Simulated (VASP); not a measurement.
# Si2C (P3m1) in VASP: further runs

Si2C is run at these levels: PBE; tasks: single point, relaxation of cell and atoms.

Everything below comes from runs of VASP 6.6.1. Logs are shortened: lines on timing, memory, paths and dates and some standing lists are left out, and cuts for length are marked.

## 1. The cell of the first run

The structure is trigonal, space group P3m1 (No. 156). Conventional cell: a = 3.212 Å, b = 3.212 Å, c = 8.640 Å, α = 90.00°, β = 90.00°, γ = 120.00°. C (site symmetry 3m) has 4 Si at 1.90 to 1.95 Å within 2.5 Å. C (site symmetry 3m) has 4 Si at 1.91 to 1.95 Å within 2.5 Å. Si (site symmetry 3m) has 4 Si at 2.26 to 2.36 Å within 3.0 Å. Within 2.5 Å of Si (site symmetry 3m) lie 4 C at 1.91 to 1.95 Å. Within 2.6 Å of Si (site symmetry 3m) lie 3 C at 1.95 Å and 1 Si at 2.36 Å. Within 2.5 Å of Si (site symmetry 3m) lie 1 C at 1.90 Å and 3 Si at 2.26 Å.

## 2. Single point, PBE

File INCAR:

```
SYSTEM = Si2C
PREC = Accurate
ENCUT = 520
EDIFF = 1E-6
ISMEAR = -1
SIGMA = 0.02
LREAL = .False.
LASPH = .True.
NELM = 100
ALGO = Normal
ISIF = 2
LWAVE = .False.
LCHARG = .False.
GGA = PE
NBANDS = 21
```

File KPOINTS:

```
Automatic mesh
0
Gamma
  12 12 4
  0 0 0
```

File POSCAR:

```
Si2C
1.0
    3.2121709737      0.0000000000      0.0000000000
   -1.6060854869      2.7818216645      0.0000000000
    0.0000000000      0.0000000000      8.6395862779
C Si
2 4
Direct
    0.0000000000      0.0000000000     -0.0205258072
    0.6666666667      0.3333333333      0.6901440498
    0.3333333333      0.6666666667      0.3481788535
    0.6666666667      0.3333333333      0.9114101823
    0.3333333333      0.6666666667      0.6218852937
    0.0000000000      0.0000000000      0.1989074280
```

Potentials or basis: VASP PAW PBE potentials, release 64 (C, Si).

Command:

```bash
> cat potpaw_PBE.64/C/POTCAR potpaw_PBE.64/Si/POTCAR > POTCAR
> mpirun -np 1 vasp_std > vasp.out
```

OUTCAR:

```text
SYSTEM = Si2C
   PREC = Accurate
   ENCUT = 520
   EDIFF = 1E-6
   ISMEAR = -1
   LREAL = .False.
   LASPH = .True.
   NELM = 100
   ISIF = 2
   GGA = PE

 ion  position               nearest neighbor table
   1  0.000  0.000  0.979-   6 1.90   4 1.95   4 1.95   4 1.95
   2  0.667  0.333  0.690-   4 1.91   5 1.95   5 1.95   5 1.95
   3  0.333  0.667  0.348-   6 2.26   6 2.26   6 2.26   5 2.36
   4  0.667  0.333  0.911-   2 1.91   1 1.95   1 1.95   1 1.95   6 3.10   6 3.10   6 3.10   5 3.11
                             5 3.11   5 3.11
   5  0.333  0.667  0.622-   2 1.95   2 1.95   2 1.95   3 2.36   4 3.11   4 3.11   4 3.11
   6  0.000  0.000  0.199-   1 1.90   3 2.26   3 2.26   3 2.26   4 3.10   4 3.10   4 3.10

  LATTYP: Found a hexagonal cell.
 ALAT       =     3.2121709737
 C/A-ratio  =     2.6896408531

  Lattice vectors:

 A1 = (   3.2121709737,   0.0000000000,   0.0000000000)
 A2 = (  -1.6060854869,   2.7818216645,   0.0000000000)
 A3 = (   0.0000000000,   0.0000000000,   8.6395862779)

Analysis of symmetry for initial positions (statically):
=====================================================================
 Subroutine PRICEL returns:
 Original cell was already a primitive cell.

 Routine SETGRP: Setting up the symmetry group for a
 hexagonal supercell.

 Subroutine GETGRP returns: Found  6 space group operations
 (whereof  6 operations were pure point group operations)
 out of a pool of 24 trial point group operations.

The static configuration has the point symmetry C_3v.

Analysis of symmetry for dynamics (positions and initial velocities):
=====================================================================
 Subroutine PRICEL returns:
 Original cell was already a primitive cell.

 Routine SETGRP: Setting up the symmetry group for a
 hexagonal supercell.

 Subroutine GETGRP returns: Found  6 space group operations
 (whereof  6 operations were pure point group operations)
 out of a pool of 24 trial point group operations.

The dynamic configuration has the point symmetry C_3v.

 Subroutine INISYM returns: Found  6 space group operations
 (whereof  6 operations are pure point group operations),
 and found     1 'primitive' translations

----------------------------------------------------------------------------------------

                                     Primitive cell

  volume of cell :      77.2006

  direct lattice vectors                    reciprocal lattice vectors
     3.212170974  0.000000000  0.000000000     0.311315932  0.179738337  0.000000000
    -1.606085487  2.781821664  0.000000000     0.000000000  0.359476674  0.000000000
     0.000000000  0.000000000  8.639586278     0.000000000  0.000000000  0.115746283

  length of vectors
     3.212170974  3.212170974  8.639586278     0.359476674  0.359476674  0.115746283

  position of ions in fractional coordinates (direct lattice)
     0.000000000  0.000000000  0.979474193
     0.666666667  0.333333333  0.690144050
     0.333333333  0.666666667  0.348178854
     0.666666667  0.333333333  0.911410182
     0.333333333  0.666666667  0.621885294
     0.000000000  0.000000000  0.198907428

  ion indices of the primitive-cell ions
   primitive index   ion index
                 1           1
                 2           2
                 3           3
                 4           4
                 5           5
                 6           6

----------------------------------------------------------------------------------------

 KPOINTS: Automatic mesh

Automatic generation of k-mesh.
 Grid dimensions read from file:
 generate k-points for:   12   12    4

 Generating k-lattice:

  Cartesian coordinates                     Fractional coordinates (reciprocal lattice)
     0.025942994  0.014978195  0.000000000     0.083333333 -0.000000000  0.000000000
     0.000000000  0.029956390  0.000000000     0.000000000  0.083333333  0.000000000
     0.000000000  0.000000000  0.028936571     0.000000000  0.000000000  0.250000000

  Length of vectors
     0.029956390  0.029956390  0.028936571

  Shift w.r.t. Gamma in fractional coordinates (k-lattice)
     0.000000000  0.000000000  0.000000000

 Subroutine IBZKPT returns following result:
 ===========================================

 Found     69 irreducible k-points:

 Following reciprocal coordinates:
            Coordinates               Weight
  0.000000  0.000000  0.000000      1.000000
  0.083333  0.000000  0.000000      6.000000
  0.166667  0.000000  0.000000      6.000000
  0.250000 -0.000000  0.000000      6.000000
  0.333333  0.000000  0.000000      6.000000
  0.416667 -0.000000  0.000000      6.000000
[... 16 lines left out ...]
  0.166667  0.000000  0.250000      6.000000
  0.000000  0.166667  0.250000      6.000000
 [... further k-points ...]
   k-points           NKPTS =     69   k-points in BZ     NKDIM =     69   number of bands    NBANDS=     21
   number of dos      NEDOS =    301   number of ions     NIONS =      6
   total plane-waves  NPLWV =  36864
   dimension x,y,z NGX =    24 NGY =   24 NGZ =   64
   dimension x,y,z NGXF=    48 NGYF=   48 NGZF=  128
   ions per type =               2   4
   NGX,Y,Z   is equivalent  to a cutoff of  12.42, 12.42, 12.32 a.u.
   NGXF,Y,Z  is equivalent  to a cutoff of  24.84, 24.84, 24.63 a.u.
 SYSTEM =  Si2C
   PREC   = accura    normal or accurate (medium, high low for compatibility)
   ISTART =      0    job   : 0-new  1-cont  2-samecut
   ICHARG =      2    charge: 1-file 2-atom 10-const
   ISPIN  =      1    spin polarized calculation?
   LNONCOLLINEAR =      F non collinear calculations
   LSORBIT =      F    spin-orbit coupling
   LASPH  =      T    aspherical Exc in radial PAW
   ENCUT  =  520.0 eV  38.22 Ry    6.18 a.u.   5.97  5.97 16.06*2*pi/ulx,y,z
   NELM   =    100;   NELMIN=  2; NELMDL= -5     # of ELM steps
   EDIFF  = 0.1E-05   stopping-criterion for ELM
   LREAL  =      F    real-space projection
   EDIFFG = 0.1E-04   stopping-criterion for IOM
   NSW    =      0    number of steps for IOM
   IBRION =     -1    ionic relax: 0-MD 1-quasi-New 2-CG
   NFREE  =      0    steps in history (QN), initial steepest desc. (CG)
   ISIF   =      2    stress and relaxation
   ISYM   =      2    0-nonsym 1-usesym 2-fastsym
   POTIM  = 0.5000    time-step for ionic-motion
   TEBEG  =    0.0;   TEEND  =   0.0 temperature during run
   PSTRESS=    0.0 pullay stress
   NELECT =      24.0000    total number of electrons
   NUPDOWN=      -1.0000    fix difference up-down
   EMIN   =  10.00;   EMAX   =-10.00  energy-range for DOS
   EFERMI =   0.00;   METHOD = LEGACY
   ISMEAR =    -1;   SIGMA  =   0.02  broadening in eV -4-tet -1-fermi 0-gaus
   EFERMI_NEDOS =   21; number of points for ismear=-14 and -15
   IALGO  =     38    algorithm
   IMIX   =      4    mixing-type and parameters
     AMIX     =   0.40;   BMIX     =  1.00
     AMIX_MAG =   1.60;   BMIX_MAG =  1.00
  volume/ion in A,a.u.               =      12.87        86.83
  Fermi-wavevector in a.u.,A,eV,Ry     =   1.109017  2.095739 16.734066  1.229919
  Thomas-Fermi vector in A             =   2.245552
   LORBIT       =      0    0 simple, 1 ext, 2 COOP (PROOUT), +10 PAW based schemes
   GGA     = PE    functional components
   LHFCALC =     F    Hartree Fock is set to
   AEXX    =    0.0000 exact exchange contribution
   IVDW    =     0    specifies the selected vdW correction
   LEPSILON=     F    determine dielectric tensor
   LRPA    =     F    only Hartree local field effects (RPA)
 non-spin polarized calculation
  energy-cutoff  :      520.00
  volume of cell :       77.20
 maximum number of plane-waves:      2124
   NGX = 11   NGY = 11   NGZ = 33

 number of electron      23.9999999 magnetization

 Free energy of the ion-electron system (eV)
  ---------------------------------------------------
  ext. energy  EPLUGINS =         0.00000000
  ---------------------------------------------------
  free energy    TOTEN  =       -39.04610362 eV

  energy without entropy =      -39.04348956  energy(sigma->0) =      -39.04479659

 E-fermi :   9.0543     XC(G=0): -10.7865

 val. band max:        9.0483659432   @ k =   0.3333   0.0833   0.0000
 cond. band min:       9.0588699312   @ k =   0.3333   0.2500   0.0000
 fundamental gap:      0.0105039880
 Fermi energy:         9.0543052755

 k-point     1 :       0.0000    0.0000    0.0000
  band No.  band energies     occupation
      1      -7.3862      2.00000
      2      -5.7937      2.00000
      3      -4.0609      2.00000
      4       0.6441      2.00000
      5       1.2606      2.00000
      6       5.8055      2.00000
[... 13 lines left out ...]
     20      14.3040      0.00000
     21      14.3040      0.00000

 k-point     2 :       0.0833    0.0000    0.0000
  band No.  band energies     occupation
      1      -7.2783      2.00000
      2      -5.6936      2.00000
      3      -3.9387      2.00000
      4       0.7229      2.00000
      5       1.3462      2.00000
      6       5.2010      2.00000
[... 13 lines left out ...]
     20      14.1031      0.00000
     21      14.8748      0.00000

 k-point     3 :       0.1667    0.0000    0.0000
  band No.  band energies     occupation
      1      -6.9580      2.00000
      2      -5.3994      2.00000
      3      -3.5739      2.00000
      4       0.9242      2.00000
      5       1.5738      2.00000
      6       3.9223      2.00000
[... 13 lines left out ...]
     20      14.6309      0.00000
     21      14.7612      0.00000

 k-point     4 :       0.2500   -0.0000    0.0000
  band No.  band energies     occupation
      1      -6.4377      2.00000
      2      -4.9349      2.00000
      3      -2.9736      2.00000
      4       1.0074      2.00000
      5       1.7434      2.00000
      6       2.7883      2.00000
[... 13 lines left out ...]
     20      14.8369      0.00000
     21      15.3343      0.00000

 k-point     5 :       0.3333    0.0000    0.0000
  band No.  band energies     occupation
      1      -5.7481      2.00000
      2      -4.3673      2.00000
      3      -2.1595      2.00000
      4       0.3215      2.00000
      5       1.1872      2.00000
      6       2.7259      2.00000
[... 13 lines left out ...]
     20      14.8068      0.00000
     21      15.3053      0.00000

 k-point     6 :       0.4167   -0.0000    0.0000
  band No.  band energies     occupation
      1      -4.9752      2.00000
      2      -3.9018      2.00000
      3      -1.2575      2.00000
      4      -0.4247      2.00000
      5       0.1671      2.00000
      6       1.9289      2.00000
[... 13 lines left out ...]
     20      14.5794      0.00000
     21      15.1525      0.00000

 k-point     7 :       0.5000   -0.0000    0.0000
  band No.  band energies     occupation
      1      -4.4875      2.00000
      2      -3.8374      2.00000
      3      -0.9454      2.00000
      4      -0.4733      2.00000
      5      -0.1245      2.00000
      6       1.0062      2.00000
[... 13 lines left out ...]
     20      15.0880      0.00000
     21      15.1616      0.00000
[... 291 lines left out ...]
      1      -7.3603      2.00000
      2      -5.9221      2.00000
      3      -3.8052      2.00000
      4      -0.3396      2.00000
      5       2.5265      2.00000
      6       5.8052      2.00000
[... 13 lines left out ...]
     20      14.3217      0.00000
     21      14.3217      0.00000

 k-point    21 :       0.0833    0.0000    0.2500
  band No.  band energies     occupation
      1      -7.2527      2.00000
      2      -5.8191      2.00000
      3      -3.6861      2.00000
      4      -0.2470      2.00000
      5       2.5849      2.00000
      6       5.2112      2.00000
[... 13 lines left out ...]
     20      14.2977      0.00000
     21      14.7130      0.00000

 k-point    22 :       0.0000    0.0833    0.2500
  band No.  band energies     occupation
      1      -7.2528      2.00000
      2      -5.8189      2.00000
      3      -3.6867      2.00000
      4      -0.2453      2.00000
      5       2.5848      2.00000
      6       5.1412      2.00000
[... 13 lines left out ...]
     20      14.0019      0.00000
     21      14.9894      0.00000

 k-point    23 :       0.1667    0.0000    0.2500
  band No.  band energies     occupation
      1      -6.9333      2.00000
      2      -5.5166      2.00000
      3      -3.3301      2.00000
      4       0.0081      2.00000
      5       2.6508      2.00000
      6       4.0703      2.00000
[... 13 lines left out ...]
     20      14.8685      0.00000
     21      15.0576      0.00000

 k-point    24 :       0.0000    0.1667    0.2500
  band No.  band energies     occupation
      1      -6.9337      2.00000
      2      -5.5149      2.00000
      3      -3.3350      2.00000
      4       0.0237      2.00000
      5       2.6857      2.00000
      6       3.8305      2.00000
[... 13 lines left out ...]
     20      14.5695      0.00000
     21      14.8813      0.00000

 [... further k-points ...]

------------------------ aborting loop because EDIFF is reached ----------------------------------------

  FORCE on cell =-STRESS in cart. coord.  units (eV):
  Direction    XX          YY          ZZ          XY          YZ          ZX
  --------------------------------------------------------------------------------------
  -------------------------------------------------------------------------------------
  Total       -0.0203161     -0.0203161     -0.0509128      0.0000000      0.0000000      0.0000000
  in kB       -0.4216281     -0.4216281     -1.0566142      0.0000000      0.0000000      0.0000000
  external PRESSURE =      -0.6332901 kB  Pullay stress =       0.0000000 kB

 VOLUME and BASIS-vectors are now :
 -----------------------------------------------------------------------------
  energy-cutoff  :      520.00
  volume of cell :       77.20
      direct lattice vectors                 reciprocal lattice vectors
     3.212170974  0.000000000  0.000000000     0.311315932  0.179738337  0.000000000
    -1.606085487  2.781821664  0.000000000     0.000000000  0.359476674  0.000000000
     0.000000000  0.000000000  8.639586278     0.000000000  0.000000000  0.115746283

 POSITION                                       TOTAL-FORCE (eV/Angst)
 -----------------------------------------------------------------------------------
      0.00000      0.00000      8.46225        -0.000000     -0.000000      0.004278
      1.60609      0.92727      5.96256        -0.000000     -0.000000     -0.003110
     -0.00000      1.85455      3.00812         0.000000     -0.000000     -0.005196
      1.60609      0.92727      7.87421         0.000000     -0.000000     -0.001136
     -0.00000      1.85455      5.37283         0.000000     -0.000000     -0.009969
      0.00000      0.00000      1.71848        -0.000000      0.000000      0.015132
 -----------------------------------------------------------------------------------
    total drift:                               -0.000000     -0.000000      0.000364

  FREE ENERGIE OF THE ION-ELECTRON SYSTEM (eV)
  ---------------------------------------------------
  free  energy   TOTEN  =       -39.0461036198 eV

  energy  without entropy=      -39.0434895589  energy(sigma->0) =      -39.04479659
```

It took 75 s on 1 thread of Intel Xeon Platinum 8259CL at 2.50GHz (Skylake/Cascade Lake), shared host; peak memory 0.23 GiB.

What came out:

```yaml
Free_energy: -39.0461 eV
Pressure: -0.1 GPa
Largest_force: 0.015 eV/Å
Band_gap_on_the_k_mesh: zero (bands 12 and 13 overlap by 2.71 eV)
```

Forces on the atoms (eV/Å):
```
C    0.000  0.000  0.004
C    0.000  0.000 -0.003
Si   0.000  0.000 -0.005
Si   0.000  0.000 -0.001
Si   0.000  0.000 -0.010
Si   0.000  0.000  0.015
```

Levels at points of the mesh, in eV from the Fermi level:
```
           k point  band 9  band 10  band 11  band 12  band 13  band 14  band 15  band 16
(0.00, 0.00, 0.00)   -2.68    -2.33     0.54     1.82     1.82     2.29     3.26     4.19
(0.50, 0.00, 0.00)   -4.85    -4.18    -3.94    -1.06    -0.88     0.92     1.97     2.09
(0.00, 0.00, 0.50)   -2.68    -2.68     1.64     1.77     1.77     2.42     2.84     4.48
(0.50, 0.00, 0.50)   -5.01    -3.99    -3.03    -0.78     0.24     0.32     1.34     2.20
```

## 3. Relaxation of cell and atoms, PBE

This run uses another cell than the first one, of 12.07 Å³/atom.

File INCAR:

```
  PREC = Accurate
  ENCUT = 600
  EDIFF = 1E-7
  ISMEAR = -1
  SIGMA = 0.02
  LREAL = F
  LASPH = T
  NELM = 100
  ALGO = Normal
  ISIF = 3
  LWAVE = F
  LCHARG = F
  GGA = PE
  IBRION = 2
  NSW = 80
  EDIFFG = -0.005
```

File KPOINTS:

```
regular mesh
0
Gamma
  12 12 4
```

File POSCAR:

```
Si2C
1.0
    3.2442130816      0.0000000000      0.0000000000
   -1.6221065408      2.8095709439      0.0000000000
    0.0000000000      0.0000000000      7.9466666667
C Si
2 4
Direct
    0.0000000000      0.0000000000      0.0000000000
    0.6666666667      0.3333333333      0.6666666667
    0.3333333333      0.6666666667      0.3333333333
    0.6666666667      0.3333333333      0.9166666667
    0.3333333333      0.6666666667      0.5833333333
    0.0000000000      0.0000000000      0.2500000000
```

Potentials or basis: VASP PAW PBE potentials, release 64 (C, Si).

Command:

```bash
> cat potpaw_PBE.64/C/POTCAR potpaw_PBE.64/Si/POTCAR > POTCAR
> mpirun -np 1 vasp_std > vasp.out
```

Run time: 27 min. Hardware: 1 thread of Intel Xeon Platinum 8259CL at 2.50GHz (Skylake/Cascade Lake), shared host; peak memory 0.26 GiB.

It converged, with:

```
Free energy                           : -39.0464 eV
Relaxed volume                        : 12.86 Å³/atom
Relaxed cell                          : a = 3.212 Å, b = 3.212 Å, c = 8.637 Å, α = 90.00°, β = 90.00°, γ = 120.00°
Space group after relaxing (to 0.1 Å) : P3m1 (No. 156)
Energy gained by relaxing             : 542.2 meV/atom
Ionic steps                           : 28
Pressure after relaxing               : 0.0 GPa
Largest force after relaxing          : 0.003 eV/Å
Band gap on the k mesh                : zero (bands 12 and 13 overlap by 2.71 eV)
```

Forces in eV/Å, atoms in the order of the input:
```
C    0.000  0.000  0.001
C    0.000  0.000  0.000
Si   0.000  0.000 -0.003
Si   0.000  0.000  0.001
Si   0.000  0.000  0.003
Si   0.000  0.000 -0.001
```

Step by step:
| step | energy change (eV) | largest force (eV/Å) | pressure (GPa) | volume (Å³) |
| --- | --- | --- | --- | --- |
| 1 | 0.0000 | 7.8933 | 30.86 | 72.43 |
| 2 | -0.9841 | 2.5339 | -18.53 | 99.64 |
| 3 | -2.4431 | 2.0727 | -6.17 | 85.58 |
| 4 | -2.4484 | 2.0375 | -5.21 | 85.00 |
| 5 | -2.9452 | 1.1499 | -3.92 | 82.21 |
| 6 | -3.0278 | 0.9482 | -3.22 | 80.99 |
| 7 | -2.9605 | 2.5063 | -0.67 | 78.58 |
| 8 | -3.0435 | 1.1896 | -2.70 | 80.35 |
| 9 | -3.1732 | 1.2364 | 3.74 | 76.14 |
| 10 | -3.2169 | 0.6410 | 0.92 | 77.54 |
| 11 | -3.2479 | 0.2615 | -0.42 | 77.60 |
| 12 | -3.2480 | 0.2371 | -0.32 | 77.59 |
| 13 | -3.2515 | 0.1232 | 0.02 | 77.35 |
| 14 | -3.2515 | 0.1187 | 0.01 | 77.36 |
| 15 | -3.2528 | 0.0391 | 0.02 | 77.29 |
| 16 | -3.2528 | 0.0442 | 0.02 | 77.27 |
| 17 | -3.2530 | 0.0207 | -0.09 | 77.28 |
| 18 | -3.2530 | 0.0387 | -0.13 | 77.29 |
| 19 | -3.2531 | 0.0472 | -0.09 | 77.24 |
| 20 | -3.2531 | 0.0707 | 0.05 | 77.10 |
| 21 | -3.2532 | 0.0564 | -0.03 | 77.18 |
| 22 | -3.2532 | 0.0595 | -0.02 | 77.16 |
| 23 | -3.2533 | 0.0200 | 0.04 | 77.13 |
| 24 | -3.2533 | 0.0135 | 0.05 | 77.12 |
| 25 | -3.2533 | 0.0091 | -0.01 | 77.15 |
| 26 | -3.2533 | 0.0108 | -0.02 | 77.16 |
| 27 | -3.2533 | 0.0101 | -0.02 | 77.16 |
| 28 | -3.2533 | 0.0031 | -0.01 | 77.15 |

Final structure:
```xyz
6
Lattice="3.2116 0.0000 0.0000 -1.6058 2.7813 0.0000 0.0000 0.0000 8.6372" Properties=species:S:1:pos:R:3 pbc="T T T"
C     3.2116    0.0000    8.4603
C     1.6058    0.9271    5.9603
Si    0.0000    1.8542    3.0076
Si    1.6058    0.9271    7.8719
Si    0.0000    1.8542    5.3705
Si    3.2116    0.0000    1.7188
```

Levels at points of the mesh, in eV from the Fermi level:
```
           k point  band 10  band 11  band 12  band 13  band 14  band 15
(0.00, 0.00, 0.00)    -2.33     0.54     1.82     1.82     2.30     3.27
(0.50, 0.00, 0.00)    -4.18    -3.94    -1.06    -0.89     0.93     1.98
(0.00, 0.00, 0.50)    -2.67     1.65     1.77     1.77     2.43     2.85
(0.50, 0.00, 0.50)    -3.99    -3.03    -0.79     0.24     0.32     1.35
```
